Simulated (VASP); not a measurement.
Here is a VASP 6.6.1 calculation.

INCAR

```
SYSTEM = TaRu
ALGO     = Normal         ! electronic algorithm
EDIFF    = 1E-8           ! SCF threshold, eV
ENCUT    = 420            ! plane-wave cutoff, eV
GGA_COMPAT= .FALSE.      
ISIF     = 2              ! what is computed and relaxed
ISMEAR   = -1             ! smearing method
LASPH    = .TRUE.         ! aspherical terms in the spheres
LCHARG   = .FALSE.        ! write CHGCAR
LEFG     = .TRUE.       
LREAL    = .FALSE.        ! projectors in reciprocal space
LWAVE    = .FALSE.        ! write WAVECAR
NBANDS   = 22             ! bands
NELM     = 120            ! most SCF steps
PREC     = Accurate       ! precision mode
SIGMA    = 0.05           ! smearing width, eV
```

The input KPOINTS:

```
k-points
0
G
  11 11 10
  0 0 0
```

Contents of POSCAR:

```
TaRu
1.0
    3.0117381852      0.0000000000      0.0000000000
    0.0000000000      3.0117381852      0.0000000000
    0.0000000000      0.0000000000      3.3431970880
Ta Ru
1 1
Direct
    0.5000000000      0.5000000000      0.5000000000
    0.0000000000      0.0000000000      0.0000000000
```

Potentials or basis: VASP PAW LDA potentials, release 64 (Ta_sv_GW, Ru_sv).

Launch:

```bash
$ cat potpaw_LDA.64/Ta_sv_GW/POTCAR potpaw_LDA.64/Ru_sv/POTCAR > POTCAR
$ mpirun -np 1 vasp_std > vasp.out
```

**Question.** What does it give for the pressure?

**Answer.** -0.5 GPa.

**Question.** Predict the band gap on the k mesh.

**Answer.** Zero (an odd number of electrons rules out a gap without spin polarisation).

Electric field gradients, principal values (V/Å²):
| atom | least | middle | greatest (by size) |
| --- | --- | --- | --- |
| 1 Ta | -4.871 | -4.871 | 9.742 |
| 2 Ru | -16.614 | -16.614 | 33.227 |

Caveat: without QUAD_EFG the Cq values of the log hold for a quadrupole moment of 1 mb, not for the nuclei; spin-orbit coupling is left out, which moves the levels of the heavy elements.
